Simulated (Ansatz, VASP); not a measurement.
# One calculation of Hg, two programs

The input INCAR:

```
  PREC = Accurate
  ENCUT = 520
  EDIFF = 1E-6
  ISMEAR = 0
  SIGMA = 0.3
  LREAL = False
  LASPH = True
  NELM = 80
  ALGO = Normal
  ISIF = 2
  LWAVE = False
  LCHARG = True
  LELF = True
  LVHAR = True
  NBANDS = 12
```

The input KPOINTS:

```
regular mesh
0
Gamma
  11 11 11
```

The input POSCAR:

```
Hg
1.0
    1.7463233735      1.0082402698      2.1478810803
   -1.7463233735      1.0082402698      2.1478810803
    0.0000000000     -2.0164805396      2.1478810803
Hg
1
Direct
    0.0000000000      1.0000000000      0.0000000000
```

Input for Ansatz:

```yaml
crystal:
  lattice:
    - [1.7463233735, 1.0082402698, 2.1478810803]
    - [-1.7463233735, 1.0082402698, 2.1478810803]
    - [0.0, -2.0164805396, 2.1478810803]
  atoms:
    - { symbol: Hg, position: [0.0, 1.0, 0.0] }
hamiltonian:
  xc: lda
  pseudopotentials:
    kind: paw
    azcp:
      Hg: "pseudopotentials/Hg.paw.azcp"
basis:
  ecutwfc: 420
  fft_grid_basis: typed
kpoints:
  mp_grid: { grid: [11, 11, 11], shift: [0, 0, 0] }
magnetization:
  spin_polarized: false
scf:
  occupations: { method: gaussian, width: 0.3 }
  lower_state_search: "off"
output:
  stress: true
```

Alike in both runs: task single point; functional LDA; k mesh 11 × 11 × 11; occupations gaussian, width 0.3 eV; no spin polarisation.

|  | VASP | Ansatz |
| --- | --- | --- |
| version | VASP 6.6.1 | Ansatz 0.2.0 |
| potentials or method | VASP PAW LDA potentials, release 64 (Hg), cutoff 520 eV | plane waves (420 eV) with PAW, scalar-relativistic |
| valence electrons in the cell | 12 | 20 |

```tsv
	VASP	Ansatz	Ansatz less VASP
pressure (GPa)	0.7	0.0	-0.74
traceless stress, the component that is largest in VASP (GPa)	0.27	-0.06	-0.330
```

Ansatz warns that its potentials were made for another functional, while VASP's fit it. LDA's correlation is that of Perdew and Zunger in VASP and of Perdew and Wang (1992) in Ansatz. VASP's potentials hold 12 valence electrons a cell and Ansatz's 20, so a difference there can come from the potentials and not from the codes.

Neither program's run includes spin-orbit coupling.
